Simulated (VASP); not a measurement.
# Ti2C (R-3m) in VASP: single point with LDA

Aim: the single point of Ti2C with LDA.

Everything below comes from runs of VASP 6.6.1. Logs are shortened: lines on timing, memory, paths and dates and some standing lists are left out, and cuts for length are marked.

## 1. The cell of the first run

Symmetry: R-3m, No. 166, trigonal system. The conventional cell has a = 3.028 Å, b = 3.028 Å, c = 14.197 Å, α = 90.00°, β = 90.00°, γ = 120.00°. Ti (site symmetry 3m) has 3 C at 2.08 Å within 2.8 Å. Within 2.8 Å of C (site symmetry -3m) lie 6 Ti at 2.08 Å.

## 2. Single point, LDA

Input file INCAR:

```
SYSTEM = Ti2C
PREC     = Accurate       ! precision mode
ENCUT    = 520            ! plane-wave cutoff, eV
EDIFF    = 1E-6           ! SCF threshold, eV
ISMEAR   = -1             ! smearing method
SIGMA    = 0.15           ! smearing width, eV
LREAL    = .False.        ! projectors in reciprocal space
LASPH    = .True.         ! aspherical terms in the spheres
NELM     = 60             ! most SCF steps
ALGO     = Normal         ! electronic algorithm
ISIF     = 2              ! what is computed and relaxed
LWAVE    = .False.        ! write WAVECAR
LCHARG   = .True.         ! write CHGCAR
GGA      = CA             ! functional
LELF     = .True.         ! ELF
LVHAR    = .True.       
NBANDS   = 21             ! bands
```

Input file KPOINTS:

```
Automatic mesh
0
Gamma
  18 18 18
  0 0 0
```

Input file POSCAR:

```
Ti2C
1.0
    1.5139022261      0.8740518578      4.7323277750
   -1.5139022261      0.8740518578      4.7323277750
    0.0000000000     -1.7481037156      4.7323277750
Ti C
2 1
Direct
    0.2461761349      0.2461761349      0.2461761349
    0.7538238651      0.7538238651      0.7538238651
    0.5000000000      0.5000000000      0.5000000000
```

Potentials or basis: VASP PAW LDA potentials, release 64 (Ti_sv, C).

Started as:

```bash
cat potpaw_LDA.64/Ti_sv/POTCAR potpaw_LDA.64/C/POTCAR > POTCAR
mpirun -np 1 vasp_std > vasp.out
```

OUTCAR:

```text
SYSTEM = Ti2C
   PREC = Accurate
   ENCUT = 520
   EDIFF = 1E-6
   ISMEAR = -1
   LREAL = .False.
   LASPH = .True.
   NELM = 60
   ISIF = 2
   GGA = CA

 ion  position               nearest neighbor table
   1  0.246  0.246  0.246-   3 2.08   3 2.08   3 2.08   2 2.86   2 2.86   2 2.86
   2  0.754  0.754  0.754-   3 2.08   3 2.08   3 2.08   1 2.86   1 2.86   1 2.86
   3  0.500  0.500  0.500-   1 2.08   1 2.08   2 2.08   2 2.08   1 2.08   2 2.08

  LATTYP: Found a trigonal (rhomboedric) cell.
 ALAT       =     5.0448778747
 COS(alpha) =     0.8198955945

  Lattice vectors:

 A1 = (   1.5139022261,   0.8740518578,   4.7323277750)
 A2 = (  -1.5139022261,   0.8740518578,   4.7323277750)
 A3 = (   0.0000000000,  -1.7481037156,   4.7323277750)

Analysis of symmetry for initial positions (statically):
=====================================================================
 Subroutine PRICEL returns:
 Original cell was already a primitive cell.

 Routine SETGRP: Setting up the symmetry group for a
 trigonal (rhombohedral) supercell.

 Subroutine GETGRP returns: Found 12 space group operations
 (whereof 12 operations were pure point group operations)
 out of a pool of 12 trial point group operations.

The static configuration has the point symmetry D_3d.

Analysis of symmetry for dynamics (positions and initial velocities):
=====================================================================
 Subroutine PRICEL returns:
 Original cell was already a primitive cell.

 Routine SETGRP: Setting up the symmetry group for a
 trigonal (rhombohedral) supercell.

 Subroutine GETGRP returns: Found 12 space group operations
 (whereof 12 operations were pure point group operations)
 out of a pool of 12 trial point group operations.

The dynamic configuration has the point symmetry D_3d.

 Subroutine INISYM returns: Found 12 space group operations
 (whereof 12 operations are pure point group operations),
 and found     1 'primitive' translations

----------------------------------------------------------------------------------------

                                     Primitive cell

  volume of cell :      37.5717

  direct lattice vectors                    reciprocal lattice vectors
     1.513902226  0.874051858  4.732327775     0.330272320  0.190682813  0.070437499
    -1.513902226  0.874051858  4.732327775    -0.330272320  0.190682813  0.070437499
     0.000000000 -1.748103716  4.732327775     0.000000000 -0.381365625  0.070437499

  length of vectors
     5.044877875  5.044877875  5.044877875     0.387815912  0.387815912  0.387815912

  position of ions in fractional coordinates (direct lattice)
     0.246176135  0.246176135  0.246176135
     0.753823865  0.753823865  0.753823865
     0.500000000  0.500000000  0.500000000

  ion indices of the primitive-cell ions
   primitive index   ion index
                 1           1
                 2           2
                 3           3

----------------------------------------------------------------------------------------

 KPOINTS: Automatic mesh

Automatic generation of k-mesh.
 Grid dimensions read from file:
 generate k-points for:   18   18   18

 Generating k-lattice:

  Cartesian coordinates                     Fractional coordinates (reciprocal lattice)
     0.018348462  0.010593490  0.003913194     0.055555556  0.000000000 -0.000000000
    -0.018348462  0.010593490  0.003913194     0.000000000  0.055555556 -0.000000000
     0.000000000 -0.021186979  0.003913194    -0.000000000 -0.000000000  0.055555556

  Length of vectors
     0.021545328  0.021545328  0.021545328

  Shift w.r.t. Gamma in fractional coordinates (k-lattice)
     0.000000000  0.000000000  0.000000000

 Subroutine IBZKPT returns following result:
 ===========================================

 Found    580 irreducible k-points:

 Following reciprocal coordinates:
            Coordinates               Weight
  0.000000  0.000000  0.000000      1.000000
  0.055556  0.000000 -0.000000      6.000000
  0.111111  0.000000 -0.000000      6.000000
  0.166667 -0.000000  0.000000      6.000000
  0.222222  0.000000  0.000000      6.000000
  0.277778  0.000000  0.000000      6.000000
[... 16 lines left out ...]
 -0.277778  0.055556 -0.000000     12.000000
 -0.222222  0.055556  0.000000     12.000000
 [... further k-points ...]
   k-points           NKPTS =    580   k-points in BZ     NKDIM =    580   number of bands    NBANDS=     21
   number of dos      NEDOS =    301   number of ions     NIONS =      3
   total plane-waves  NPLWV =  64000
   dimension x,y,z NGX =    40 NGY =   40 NGZ =   40
   dimension x,y,z NGXF=    80 NGYF=   80 NGZF=   80
   ions per type =               2   1
   NGX,Y,Z   is equivalent  to a cutoff of  13.18, 13.18, 13.18 a.u.
   NGXF,Y,Z  is equivalent  to a cutoff of  26.36, 26.36, 26.36 a.u.
 SYSTEM =  Ti2C
   PREC   = accura    normal or accurate (medium, high low for compatibility)
   ISTART =      0    job   : 0-new  1-cont  2-samecut
   ICHARG =      2    charge: 1-file 2-atom 10-const
   ISPIN  =      1    spin polarized calculation?
   LNONCOLLINEAR =      F non collinear calculations
   LSORBIT =      F    spin-orbit coupling
   LASPH  =      T    aspherical Exc in radial PAW
   ENCUT  =  520.0 eV  38.22 Ry    6.18 a.u.   9.38  9.38  9.38*2*pi/ulx,y,z
   NELM   =     60;   NELMIN=  2; NELMDL= -5     # of ELM steps
   EDIFF  = 0.1E-05   stopping-criterion for ELM
   LREAL  =      F    real-space projection
   EDIFFG = 0.1E-04   stopping-criterion for IOM
   NSW    =      0    number of steps for IOM
   IBRION =     -1    ionic relax: 0-MD 1-quasi-New 2-CG
   NFREE  =      0    steps in history (QN), initial steepest desc. (CG)
   ISIF   =      2    stress and relaxation
   ISYM   =      2    0-nonsym 1-usesym 2-fastsym
   POTIM  = 0.5000    time-step for ionic-motion
   TEBEG  =    0.0;   TEEND  =   0.0 temperature during run
   PSTRESS=    0.0 pullay stress
   NELECT =      28.0000    total number of electrons
   NUPDOWN=      -1.0000    fix difference up-down
   EMIN   =  10.00;   EMAX   =-10.00  energy-range for DOS
   EFERMI =   0.00;   METHOD = LEGACY
   ISMEAR =    -1;   SIGMA  =   0.15  broadening in eV -4-tet -1-fermi 0-gaus
   EFERMI_NEDOS =   21; number of points for ismear=-14 and -15
   IALGO  =     38    algorithm
   IMIX   =      4    mixing-type and parameters
     AMIX     =   0.40;   BMIX     =  1.00
     AMIX_MAG =   1.60;   BMIX_MAG =  1.00
  volume/ion in A,a.u.               =      12.52        84.52
  Fermi-wavevector in a.u.,A,eV,Ry     =   1.484250  2.804826 29.973620  2.202999
  Thomas-Fermi vector in A             =   2.597810
   LORBIT       =      0    0 simple, 1 ext, 2 COOP (PROOUT), +10 PAW based schemes
   GGA     = CA    functional components
   LHFCALC =     F    Hartree Fock is set to
   AEXX    =    0.0000 exact exchange contribution
   IVDW    =     0    specifies the selected vdW correction
   LEPSILON=     F    determine dielectric tensor
   LRPA    =     F    only Hartree local field effects (RPA)
 non-spin polarized calculation
  energy-cutoff  :      520.00
  volume of cell :       37.57
 maximum number of plane-waves:      1037
 NGX is ok and might be reduce to    40
   NGX = 19   NGY = 19   NGZ = 19

 number of electron      27.9999999 magnetization

 Free energy of the ion-electron system (eV)
  ---------------------------------------------------
  ext. energy  EPLUGINS =         0.00000000
  ---------------------------------------------------
  free energy    TOTEN  =       -29.40479065 eV

  energy without entropy =      -29.26925910  energy(sigma->0) =      -29.33702487

 E-fermi :   8.6633     XC(G=0): -12.3605

 val. band max:        8.6633256698   @ k =  -0.3333   0.3889   0.2222
 cond. band min:       8.6634992621   @ k =   0.5000   0.3333   0.2222
 fundamental gap:      0.0001735923
 Fermi energy:         8.6633280381

 k-point     1 :       0.0000    0.0000    0.0000
  band No.  band energies     occupation
      1     -47.2191      2.00000
      2     -47.0898      2.00000
      3     -24.2378      2.00000
      4     -23.6321      2.00000
      5     -23.6321      2.00000
      6     -23.5547      2.00000
[... 13 lines left out ...]
     20      11.8788      0.00000
     21      12.9658      0.00000

 k-point     2 :       0.0556    0.0000   -0.0000
  band No.  band energies     occupation
      1     -47.2164      2.00000
      2     -47.0890      2.00000
      3     -24.2312      2.00000
      4     -23.6450      2.00000
      5     -23.6349      2.00000
      6     -23.5573      2.00000
[... 13 lines left out ...]
     20      11.9003      0.00000
     21      13.0358      0.00000

 k-point     3 :       0.1111    0.0000   -0.0000
  band No.  band energies     occupation
      1     -47.2086      2.00000
      2     -47.0868      2.00000
      3     -24.2119      2.00000
      4     -23.6815      2.00000
      5     -23.6432      2.00000
      6     -23.5931      2.00000
[... 13 lines left out ...]
     20      11.9722      0.00000
     21      13.2059      0.00000

 k-point     4 :       0.1667   -0.0000    0.0000
  band No.  band energies     occupation
      1     -47.1962      2.00000
      2     -47.0838      2.00000
      3     -24.1814      2.00000
      4     -23.7367      2.00000
      5     -23.6558      2.00000
      6     -23.6494      2.00000
[... 13 lines left out ...]
     20      12.0913      0.00000
     21      13.4519      0.00000

 k-point     5 :       0.2222    0.0000    0.0000
  band No.  band energies     occupation
      1     -47.1805      2.00000
      2     -47.0807      2.00000
      3     -24.1420      2.00000
      4     -23.8036      2.00000
      5     -23.7165      2.00000
      6     -23.6711      2.00000
[... 13 lines left out ...]
     20      12.1923      0.00000
     21      13.8260      0.00000

 k-point     6 :       0.2778    0.0000    0.0000
  band No.  band energies     occupation
      1     -47.1627      2.00000
      2     -47.0784      2.00000
      3     -24.0979      2.00000
      4     -23.8736      2.00000
      5     -23.7843      2.00000
      6     -23.6874      2.00000
[... 13 lines left out ...]
     20      12.2183      0.00000
     21      14.2425      0.00000

 k-point     7 :       0.3333   -0.0000    0.0000
  band No.  band energies     occupation
      1     -47.1444      2.00000
      2     -47.0779      2.00000
      3     -24.0575      2.00000
      4     -23.9366      2.00000
      5     -23.8405      2.00000
      6     -23.7026      2.00000
[... 13 lines left out ...]
     20      12.2021      0.00000
     21      13.9881      0.00000
[... 291 lines left out ...]
      1     -47.1075      2.00000
      2     -47.0857      2.00000
      3     -24.0566      2.00000
      4     -24.0013      2.00000
      5     -23.8447      2.00000
      6     -23.7772      2.00000
[... 13 lines left out ...]
     20      12.5205      0.00000
     21      12.7411      0.00000

 k-point    21 :      -0.3889    0.0556   -0.0000
  band No.  band energies     occupation
      1     -47.1197      2.00000
      2     -47.0803      2.00000
      3     -24.0416      2.00000
      4     -23.9934      2.00000
      5     -23.8689      2.00000
      6     -23.7453      2.00000
[... 13 lines left out ...]
     20      12.3989      0.00000
     21      13.2105      0.00000

 k-point    22 :      -0.3333    0.0556   -0.0000
  band No.  band energies     occupation
      1     -47.1358      2.00000
      2     -47.0770      2.00000
      3     -24.0454      2.00000
      4     -23.9630      2.00000
      5     -23.8622      2.00000
      6     -23.7221      2.00000
[... 13 lines left out ...]
     20      12.3219      0.00000
     21      13.7348      0.00000

 k-point    23 :      -0.2778    0.0556   -0.0000
  band No.  band energies     occupation
      1     -47.1535      2.00000
      2     -47.0765      2.00000
      3     -24.0795      2.00000
      4     -23.9061      2.00000
      5     -23.8213      2.00000
      6     -23.7032      2.00000
[... 13 lines left out ...]
     20      12.3237      0.00000
     21      14.0997      0.00000

 k-point    24 :      -0.2222    0.0556    0.0000
  band No.  band energies     occupation
      1     -47.1714      2.00000
      2     -47.0781      2.00000
      3     -24.1222      2.00000
      4     -23.8380      2.00000
      5     -23.7627      2.00000
      6     -23.6835      2.00000
[... 13 lines left out ...]
     20      12.3169      0.00000
     21      13.8945      0.00000

 [... further k-points ...]
[... 5 lines left out ...]
  --------------------------------------------------------------------------------------
  -------------------------------------------------------------------------------------
  Total        0.1164430      0.1164430      0.1012849      0.0000000      0.0000000      0.0000000
  in kB        4.9654975      4.9654975      4.3191112      0.0000000      0.0000000      0.0000000
  external PRESSURE =       4.7500354 kB  Pullay stress =       0.0000000 kB

 VOLUME and BASIS-vectors are now :
 -----------------------------------------------------------------------------
  energy-cutoff  :      520.00
  volume of cell :       37.57
      direct lattice vectors                 reciprocal lattice vectors
     1.513902226  0.874051858  4.732327775     0.330272320  0.190682813  0.070437499
    -1.513902226  0.874051858  4.732327775    -0.330272320  0.190682813  0.070437499
     0.000000000 -1.748103716  4.732327775     0.000000000 -0.381365625  0.070437499

 POSITION                                       TOTAL-FORCE (eV/Angst)
 -----------------------------------------------------------------------------------
      0.00000      0.00000      3.49496         0.000000     -0.000000      0.051778
      0.00000      0.00000     10.70202         0.000000      0.000000     -0.051778
      0.00000      0.00000      7.09849         0.000000      0.000000      0.000000
 -----------------------------------------------------------------------------------
    total drift:                                0.000000     -0.000000      0.000000

  FREE ENERGIE OF THE ION-ELECTRON SYSTEM (eV)
  ---------------------------------------------------
  free  energy   TOTEN  =       -29.4047906504 eV

  energy  without entropy=      -29.2692590951  energy(sigma->0) =      -29.33702487
```

It used 1800 s of CPU time on 1 thread of AMD EPYC 7R13 Processor (Zen 3), with other jobs on the host.

What came out:

- Free energy: -29.4048 eV
- Pressure: 0.5 GPa
- Largest force: 0.052 eV/Å
- Band gap on the k mesh: zero (band 14 reaches 9.36 eV, above the bottom of band 15 at 8.32 eV)

Forces in eV/Å, atoms in the order of the input:
```
Ti   0.000  0.000  0.052
Ti   0.000  0.000 -0.052
C    0.000  0.000  0.000
```
